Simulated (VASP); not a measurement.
# MgO (P-6m2) in VASP: notebook

MgO is run at these levels: LDA; tasks: single point.

Program: VASP 6.6.1. These are calculated values, not measurements. Logs are shortened: lines on timing, memory, paths and dates and some standing lists are left out, and cuts for length are marked.

## 1. The cell of the first run

The structure is hexagonal, space group P-6m2 (No. 187). The conventional cell has a = 2.888 Å, b = 2.888 Å, c = 2.634 Å, α = 90.00°, β = 90.00°, γ = 120.00°. Within 2.8 Å of Mg (site symmetry -6m2) lie 6 O at 2.12 Å and 2 Mg at 2.63 Å. O (site symmetry -6m2) has 6 Mg at 2.12 Å and 2 O at 2.63 Å within 2.8 Å.

## 2. Single point, LDA

Input file INCAR:

```
PREC = Accurate
ENCUT = 600
EDIFF = 1E-6
ISMEAR = 0
SIGMA = 0.01
LREAL = F
LASPH = T
NELM = 120
ALGO = Normal
ISIF = 2
LWAVE = F
LCHARG = T
GGA = CA
LELF = T
LVHAR = T
NBANDS = 11
GGA_COMPAT = F
```

Input file KPOINTS:

```
regular mesh
0
Gamma
  12 12 8
```

Input file POSCAR:

```
MgO
1.0
    2.8882144120      0.0000000000      0.0000000000
   -1.4441067145      2.5012672265      0.0000000000
    0.0000000000      0.0000000000      2.6342529191
Mg O
1 1
Direct
    0.0000000000      0.0000000000      0.0000000000
    0.3333333333      0.6666666667      0.5000000000
```

Potentials or basis: VASP PAW LDA potentials, release 64 (Mg, O).

On the command line:

```sh
> cat potpaw_LDA.64/Mg/POTCAR potpaw_LDA.64/O/POTCAR > POTCAR
> mpirun -np 1 vasp_std > vasp.out
```

OUTCAR:

```text
PREC = Accurate
   ENCUT = 600
   EDIFF = 1E-6
   ISMEAR = 0
   LREAL = F
   LASPH = T
   NELM = 120
   ISIF = 2
   GGA = CA

 ion  position               nearest neighbor table
   1  0.000  0.000  0.000-   2 2.12   2 2.12   2 2.12   2 2.12   2 2.12   2 2.12
   2  0.333  0.667  0.500-   1 2.12   1 2.12   1 2.12   1 2.12   1 2.12   1 2.12

  LATTYP: Found a hexagonal cell.
 ALAT       =     2.8882144120
 C/A-ratio  =     0.9120697231

  Lattice vectors:

 A1 = (   2.8882144120,   0.0000000000,   0.0000000000)
 A2 = (  -1.4441067145,   2.5012672265,   0.0000000000)
 A3 = (   0.0000000000,   0.0000000000,   2.6342529191)

Analysis of symmetry for initial positions (statically):
=====================================================================
 Subroutine PRICEL returns:
 Original cell was already a primitive cell.

 Routine SETGRP: Setting up the symmetry group for a
 hexagonal supercell.

 Subroutine GETGRP returns: Found 12 space group operations
 (whereof 12 operations were pure point group operations)
 out of a pool of 24 trial point group operations.

The static configuration has the point symmetry D_3h.

Analysis of symmetry for dynamics (positions and initial velocities):
=====================================================================
 Subroutine PRICEL returns:
 Original cell was already a primitive cell.

 Routine SETGRP: Setting up the symmetry group for a
 hexagonal supercell.

 Subroutine GETGRP returns: Found 12 space group operations
 (whereof 12 operations were pure point group operations)
 out of a pool of 24 trial point group operations.

The dynamic configuration has the point symmetry D_3h.

 Subroutine INISYM returns: Found 12 space group operations
 (whereof 12 operations are pure point group operations),
 and found     1 'primitive' translations

----------------------------------------------------------------------------------------

                                     Primitive cell

  volume of cell :      19.0304

  direct lattice vectors                    reciprocal lattice vectors
     2.888214412  0.000000000  0.000000000     0.346234683  0.199898605  0.000000000
    -1.444106714  2.501267226  0.000000000     0.000000000  0.399797346  0.000000000
     0.000000000  0.000000000  2.634252919     0.000000000  0.000000000  0.379614270

  length of vectors
     2.888214412  2.888214317  2.634252919     0.399797333  0.399797346  0.379614270

  position of ions in fractional coordinates (direct lattice)
     0.000000000  0.000000000  0.000000000
     0.333333333  0.666666667  0.500000000

  ion indices of the primitive-cell ions
   primitive index   ion index
                 1           1
                 2           2

----------------------------------------------------------------------------------------

 KPOINTS: regular mesh

Automatic generation of k-mesh.
 Grid dimensions read from file:
 generate k-points for:   12   12    8

 Generating k-lattice:

  Cartesian coordinates                     Fractional coordinates (reciprocal lattice)
     0.028852890  0.016658217  0.000000000     0.083333333 -0.000000000  0.000000000
     0.000000000  0.033316446  0.000000000     0.000000000  0.083333333  0.000000000
     0.000000000  0.000000000  0.047451784     0.000000000  0.000000000  0.125000000

  Length of vectors
     0.033316444  0.033316446  0.047451784

  Shift w.r.t. Gamma in fractional coordinates (k-lattice)
     0.000000000  0.000000000  0.000000000

 Subroutine IBZKPT returns following result:
 ===========================================

 Found     95 irreducible k-points:

 Following reciprocal coordinates:
            Coordinates               Weight
  0.000000  0.000000  0.000000      1.000000
  0.083333  0.000000  0.000000      6.000000
  0.166667 -0.000000  0.000000      6.000000
  0.250000 -0.000000  0.000000      6.000000
  0.333333 -0.000000  0.000000      6.000000
  0.416667 -0.000000  0.000000      6.000000
[... 16 lines left out ...]
  0.250000 -0.000000  0.125000     12.000000
  0.333333 -0.000000  0.125000     12.000000
 [... further k-points ...]
   k-points           NKPTS =     95   k-points in BZ     NKDIM =     95   number of bands    NBANDS=     11
   number of dos      NEDOS =    301   number of ions     NIONS =      2
   total plane-waves  NPLWV =  13824
   dimension x,y,z NGX =    24 NGY =   24 NGZ =   24
   dimension x,y,z NGXF=    48 NGYF=   48 NGZF=   48
   ions per type =               1   1
   NGX,Y,Z   is equivalent  to a cutoff of  13.81, 13.81, 15.15 a.u.
   NGXF,Y,Z  is equivalent  to a cutoff of  27.63, 27.63, 30.29 a.u.
 SYSTEM =  unknown system
   PREC   = accura    normal or accurate (medium, high low for compatibility)
   ISTART =      0    job   : 0-new  1-cont  2-samecut
   ICHARG =      2    charge: 1-file 2-atom 10-const
   ISPIN  =      1    spin polarized calculation?
   LNONCOLLINEAR =      F non collinear calculations
   LSORBIT =      F    spin-orbit coupling
   LASPH  =      T    aspherical Exc in radial PAW
   ENCUT  =  600.0 eV  44.10 Ry    6.64 a.u.   5.77  5.77  5.26*2*pi/ulx,y,z
   NELM   =    120;   NELMIN=  2; NELMDL= -5     # of ELM steps
   EDIFF  = 0.1E-05   stopping-criterion for ELM
   LREAL  =      F    real-space projection
   EDIFFG = 0.1E-04   stopping-criterion for IOM
   NSW    =      0    number of steps for IOM
   IBRION =     -1    ionic relax: 0-MD 1-quasi-New 2-CG
   NFREE  =      0    steps in history (QN), initial steepest desc. (CG)
   ISIF   =      2    stress and relaxation
   ISYM   =      2    0-nonsym 1-usesym 2-fastsym
   POTIM  = 0.5000    time-step for ionic-motion
   TEBEG  =    0.0;   TEEND  =   0.0 temperature during run
   PSTRESS=    0.0 pullay stress
   NELECT =       8.0000    total number of electrons
   NUPDOWN=      -1.0000    fix difference up-down
   EMIN   =  10.00;   EMAX   =-10.00  energy-range for DOS
   EFERMI =   0.00;   METHOD = LEGACY
   ISMEAR =     0;   SIGMA  =   0.01  broadening in eV -4-tet -1-fermi 0-gaus
   EFERMI_NEDOS =   21; number of points for ismear=-14 and -15
   IALGO  =     38    algorithm
   IMIX   =      4    mixing-type and parameters
     AMIX     =   0.40;   BMIX     =  1.00
     AMIX_MAG =   1.60;   BMIX_MAG =  1.00
  volume/ion in A,a.u.               =       9.52        64.21
  Fermi-wavevector in a.u.,A,eV,Ry     =   1.226373  2.317508 20.463028  1.503990
  Thomas-Fermi vector in A             =   2.361376
   LORBIT       =      0    0 simple, 1 ext, 2 COOP (PROOUT), +10 PAW based schemes
   GGA     = CA    functional components
   LHFCALC =     F    Hartree Fock is set to
   AEXX    =    0.0000 exact exchange contribution
   IVDW    =     0    specifies the selected vdW correction
   LEPSILON=     F    determine dielectric tensor
   LRPA    =     F    only Hartree local field effects (RPA)
 non-spin polarized calculation
 Gauss-broadening in eV      SIGMA  =   0.01
  energy-cutoff  :      600.00
  volume of cell :       19.03
 maximum number of plane-waves:       648
 NGX is ok and might be reduce to    24
   NGX = 11   NGY = 11   NGZ = 11

 number of electron       7.9999999 magnetization

 Free energy of the ion-electron system (eV)
  ---------------------------------------------------
  ext. energy  EPLUGINS =         0.00000000
  ---------------------------------------------------
  free energy    TOTEN  =       -12.72601783 eV

  energy without entropy =      -12.72601783  energy(sigma->0) =      -12.72601783

 E-fermi :   3.4556     XC(G=0): -11.4733

 val. band max:        3.3868999899   @ k =   0.3333   0.3333   0.0000
 cond. band min:       6.7260486958   @ k =   0.0000   0.0000   0.0000
 fundamental gap:      3.3391487059
 Fermi energy:         3.4555605287

 k-point     1 :       0.0000    0.0000    0.0000
  band No.  band energies     occupation
      1     -14.0559      2.00000
      2       2.7428      2.00000
      3       2.7429      2.00000
      4       2.9685      2.00000
      5       6.7260      0.00000
      6      15.1763      0.00000
      7      19.1092      0.00000
      8      19.1092      0.00000
      9      23.5977      0.00000
     10      24.7655      0.00000
     11      26.3226      0.00000

 k-point     2 :       0.0833    0.0000    0.0000
  band No.  band energies     occupation
      1     -13.9864      2.00000
      2       2.2487      2.00000
      3       2.6870      2.00000
      4       2.9917      2.00000
      5       7.1780      0.00000
      6      15.2185      0.00000
      7      18.3471      0.00000
      8      19.3066      0.00000
      9      24.5580      0.00000
     10      24.6334      0.00000
     11      26.4064      0.00000

 k-point     3 :       0.1667   -0.0000    0.0000
  band No.  band energies     occupation
      1     -13.7900      2.00000
      2       1.1982      2.00000
      3       2.5388      2.00000
      4       3.0560      2.00000
      5       8.1058      0.00000
      6      15.0800      0.00000
      7      17.4463      0.00000
      8      19.8333      0.00000
      9      24.2544      0.00000
     10      24.9195      0.00000
     11      26.8174      0.00000

 k-point     4 :       0.2500   -0.0000    0.0000
  band No.  band energies     occupation
      1     -13.5041      2.00000
      2       0.0676      2.00000
      3       2.3456      2.00000
      4       3.1462      2.00000
      5       9.0343      0.00000
      6      14.5063      0.00000
      7      17.2880      0.00000
      8      20.5083      0.00000
      9      23.7020      0.00000
     10      24.6284      0.00000
     11      27.6011      0.00000
[... 239 lines left out ...]
 k-point    22 :       0.1667   -0.0000    0.1250
  band No.  band energies     occupation
      1     -13.6442      2.00000
      2       1.2170      2.00000
      3       2.1914      2.00000
      4       2.6125      2.00000
      5       8.7346      0.00000
      6      15.2095      0.00000
      7      17.7830      0.00000
      8      19.9632      0.00000
      9      22.5391      0.00000
     10      25.6411      0.00000
     11      26.3755      0.00000

 k-point    23 :       0.2500   -0.0000    0.1250
  band No.  band energies     occupation
      1     -13.3680      2.00000
      2       0.1907      2.00000
      3       2.3000      2.00000
      4       2.4179      2.00000
      5       9.5153      0.00000
      6      14.6322      0.00000
      7      17.7038      0.00000
      8      20.5236      0.00000
      9      21.4214      0.00000
     10      26.1149      0.00000
     11      27.0208      0.00000

 k-point    24 :       0.3333   -0.0000    0.1250
  band No.  band energies     occupation
      1     -13.0690      2.00000
      2      -0.7433      2.00000
      3       2.2331      2.00000
      4       2.4569      2.00000
      5      10.0413      0.00000
      6      14.1624      0.00000
      7      17.7331      0.00000
      8      20.8063      0.00000
      9      20.9480      0.00000
     10      26.8938      0.00000
     11      27.5363      0.00000

 [... further k-points ...]

------------------------ aborting loop because EDIFF is reached ----------------------------------------

  FORCE on cell =-STRESS in cart. coord.  units (eV):
  Direction    XX          YY          ZZ          XY          YZ          ZX
  --------------------------------------------------------------------------------------
  -------------------------------------------------------------------------------------
  Total       -0.5291710     -0.5291710     -0.5151229     -0.0000001      0.0000000      0.0000000
  in kB      -44.5512193    -44.5512255    -43.3685068     -0.0000088      0.0000000      0.0000000
  external PRESSURE =     -44.1569839 kB  Pullay stress =       0.0000000 kB

 VOLUME and BASIS-vectors are now :
 -----------------------------------------------------------------------------
  energy-cutoff  :      600.00
  volume of cell :       19.03
      direct lattice vectors                 reciprocal lattice vectors
     2.888214412  0.000000000  0.000000000     0.346234683  0.199898605  0.000000000
    -1.444106714  2.501267226  0.000000000     0.000000000  0.399797346  0.000000000
     0.000000000  0.000000000  2.634252919     0.000000000  0.000000000  0.379614270

 POSITION                                       TOTAL-FORCE (eV/Angst)
 -----------------------------------------------------------------------------------
      0.00000      0.00000      0.00000         0.000000     -0.000000      0.000000
      0.00000      1.66751      1.31713        -0.000000      0.000000      0.000000
 -----------------------------------------------------------------------------------
    total drift:                                0.000009     -0.000003     -0.000000

  FREE ENERGIE OF THE ION-ELECTRON SYSTEM (eV)
  ---------------------------------------------------
  free  energy   TOTEN  =       -12.7260178269 eV

  energy  without entropy=      -12.7260178269  energy(sigma->0) =      -12.72601783
```

Run time: 6.2 s. Hardware: 1 thread of Intel Xeon 6975P-C (Granite Rapids), shared host; peak memory 0.14 GiB.

Results:

| Item | Value |
| --- | --- |
| Free energy | -12.7260 eV |
| Pressure | -4.4 GPa |
| Band gap on the k mesh | 3.34 eV, indirect (least direct gap 3.76 eV) |

Stress tensor (GPa, compression positive):
```
-4.46  0.00  0.00
 0.00 -4.46  0.00
 0.00  0.00 -4.34
```

A k mesh can miss the band edges. As with any semilocal functional, this LDA gap is likely too small.

## 3. Single point, LDA

This run uses another cell than the first one, of 9.82 Å³/atom, 1.032 times its volume.

Input file INCAR:

```
ALGO = Normal
EDIFF = 1E-6
ENCUT = 600
GGA = CA
GGA_COMPAT = False
ISIF = 2
ISMEAR = 0
LASPH = True
LCHARG = False
LREAL = False
LWAVE = False
NBANDS = 11
NELM = 120
PREC = Accurate
SIGMA = 0.01
```

Input file KPOINTS:

```
k-points
0
Gamma
  12 12 8
```

Input file POSCAR:

```
MgO
1.0
    2.9183021441      0.0000000000      0.0000000000
   -1.4591505754      2.5273239687      0.0000000000
    0.0000000000      0.0000000000      2.6616950286
Mg O
1 1
Direct
    0.0000000000      0.0000000000      0.0000000000
    0.3333333333      0.6666666667      0.5000000000
```

Potentials or basis: VASP PAW LDA potentials, release 64 (Mg, O).

On the command line:

```sh
> cat potpaw_LDA.64/Mg/POTCAR potpaw_LDA.64/O/POTCAR > POTCAR
> mpirun -np 1 vasp_std > vasp.out
```

Wall time 6.4 s (1 thread of Intel Xeon 6975P-C (Granite Rapids), shared host); peak memory 0.14 GiB.

The run converged. Its results:

```yaml
Free_energy: -12.7026 eV
Pressure: -8.7 GPa
Band_gap_on_the_k_mesh: 3.10 eV, indirect (least direct gap 3.51 eV)
```

Stress tensor (GPa, compression positive):
```
-8.38  0.00  0.00
 0.00 -8.38  0.00
 0.00  0.00 -9.35
```

Levels at points of the mesh, in eV from the valence-band top:
```csv
k point,band 1,band 2,band 3,band 4,band 5,band 6,band 7,band 8,band 9
"(0.00, 0.00, 0.00)",-17.27,-0.62,-0.62,-0.41,3.10,11.69,15.46,15.46,19.86
"(0.50, 0.00, 0.00)",-16.14,-5.05,-1.36,-0.05,6.54,10.59,13.02,17.77,18.82
"(0.00, 0.00, 0.50)",-16.10,-5.52,-0.09,-0.09,8.33,9.03,17.45,17.45,18.40
"(0.50, 0.00, 0.50)",-15.32,-3.83,-3.47,-0.85,5.68,11.35,13.98,14.85,15.12
```

A k mesh can miss the band edges.

## 4. Single point, LDA

This run uses another cell than the first one, of 10.12 Å³/atom, 1.063 times its volume.

Input file INCAR:

```
SYSTEM = MgO
ALGO = Normal ; EDIFF = 1E-6
ENCUT = 600 ; GGA_COMPAT = .FALSE.
ISIF = 2 ; ISMEAR = 0
LASPH = .TRUE. ; LCHARG = .TRUE.
LELF = .TRUE. ; LREAL = .FALSE.
LVHAR = .TRUE. ; LWAVE = .FALSE.
NBANDS = 11 ; NELM = 120
PREC = Accurate ; SIGMA = 0.01
```

Input file KPOINTS:

```
k-points
0
G
  12 12 8
  0 0 0
```

Input file POSCAR:

```
MgO
1.0
    2.9477819388      0.0000000000      0.0000000000
   -1.4738904677      2.5528542216      0.0000000000
    0.0000000000      0.0000000000      2.6885826568
Mg O
1 1
Direct
    0.0000000000      0.0000000000      0.0000000000
    0.3333333333      0.6666666667      0.5000000000
```

On the command line:

```sh
> cat potpaw_LDA.64/Mg/POTCAR potpaw_LDA.64/O/POTCAR > POTCAR
> mpirun -np 1 vasp_std > vasp.out
```

Run time: 6.7 s. Hardware: 1 thread of Intel Xeon 6975P-C (Granite Rapids), shared host; peak memory 0.15 GiB.

Results (log left out):

| Item | Value |
| --- | --- |
| Free energy | -12.6642 eV |
| Pressure | -12.3 GPa |
| Band gap on the k mesh | 2.87 eV, indirect (least direct gap 3.28 eV) |

Stress tensor (GPa, compression positive):
```
-11.70   0.00   0.00
  0.00 -11.70   0.00
  0.00   0.00 -13.58
```

Levels at points of the mesh, in eV from the valence-band top:
| k point | band 1 | band 2 | band 3 | band 4 | band 5 | band 6 | band 7 | band 8 | band 9 |
| --- | --- | --- | --- | --- | --- | --- | --- | --- | --- |
| (0.00, 0.00, 0.00) | -17.11 | -0.60 | -0.60 | -0.41 | 2.87 | 11.60 | 15.21 | 15.21 | 19.53 |
| (0.50, 0.00, 0.00) | -16.04 | -4.90 | -1.31 | -0.05 | 6.40 | 10.25 | 12.81 | 17.35 | 18.50 |
| (0.00, 0.00, 0.50) | -16.01 | -5.38 | -0.09 | -0.09 | 8.06 | 8.78 | 17.23 | 17.23 | 18.18 |
| (0.50, 0.00, 0.50) | -15.27 | -3.72 | -3.36 | -0.82 | 5.59 | 11.14 | 13.58 | 14.53 | 14.83 |

## 5. Single point, LDA

This run uses another cell than the first one, of 10.72 Å³/atom, 1.126 times its volume.

Input file INCAR:

```
SYSTEM = MgO
  PREC = Accurate
  ENCUT = 600
  EDIFF = 1E-6
  ISMEAR = 0
  SIGMA = 0.01
  LREAL = .FALSE.
  LASPH = .TRUE.
  NELM = 120
  ALGO = Normal
  ISIF = 2
  LWAVE = .FALSE.
  LCHARG = .FALSE.
  NBANDS = 11
  GGA_COMPAT = .FALSE.
```

Input file KPOINTS:

```
Automatic mesh
0
G
  12 12 8
  0 0 0
```

Input file POSCAR:

```
MgO
1.0
    3.0050346788      0.0000000000      0.0000000000
   -1.5025168280      2.6024365522      0.0000000000
    0.0000000000      0.0000000000      2.7408011474
Mg O
1 1
Direct
    0.0000000000      0.0000000000      0.0000000000
    0.3333333333      0.6666666667      0.5000000000
```

On the command line:

```sh
> cat potpaw_LDA.64/Mg/POTCAR potpaw_LDA.64/O/POTCAR > POTCAR
> mpirun -np 1 vasp_std > vasp.out
```

Run time: 6.7 s. Hardware: 1 thread of Intel Xeon 6975P-C (Granite Rapids), shared host; peak memory 0.14 GiB.

The run converged. Its results:

| Property | Result |
| --- | --- |
| Free energy | -12.5517 eV |
| Pressure | -18.0 GPa |
| Band gap on the k mesh | 2.46 eV, indirect (least direct gap 2.86 eV) |

Stress tensor (GPa, compression positive):
```
-16.90   0.00   0.00
  0.00 -16.90   0.00
  0.00   0.00 -20.22
```

Levels at points of the mesh, in eV from the valence-band top:
```csv
k point,band 1,band 2,band 3,band 4,band 5,band 6,band 7,band 8,band 9
"(0.00, 0.00, 0.00)",-16.82,-0.56,-0.56,-0.39,2.46,11.41,14.74,14.74,18.91
"(0.50, 0.00, 0.00)",-15.87,-4.64,-1.24,-0.05,6.12,9.63,12.44,16.57,17.90
"(0.00, 0.00, 0.50)",-15.83,-5.11,-0.08,-0.08,7.59,8.33,16.82,16.82,17.77
"(0.50, 0.00, 0.50)",-15.17,-3.51,-3.15,-0.75,5.43,10.75,12.82,13.93,14.28
```

## 6. The runs side by side

```tsv
cell	gap on the mesh (eV)	pressure (GPa)
a = 2.888, b = 2.888, c = 2.634 Å, angles 90.0, 90.0, 120.0°, 2 atoms	3.34	-4.4
a = 2.918, b = 2.918, c = 2.662 Å, angles 90.0, 90.0, 120.0°, 2 atoms	3.10	-8.7
a = 2.948, b = 2.948, c = 2.689 Å, angles 90.0, 90.0, 120.0°, 2 atoms	2.87	-12.3
a = 3.005, b = 3.005, c = 2.741 Å, angles 90.0, 90.0, 120.0°, 2 atoms	2.46	-18.0
```

Alike in all rows: task single point; level LDA; potentials or basis VASP PAW LDA potentials, release 64 (Mg, O); no spin polarisation; k mesh 12 × 12 × 8; cutoff (eV) 600; smearing gaussian 0.01 eV.

Absolute energies hang on the potentials; compare differences alone.
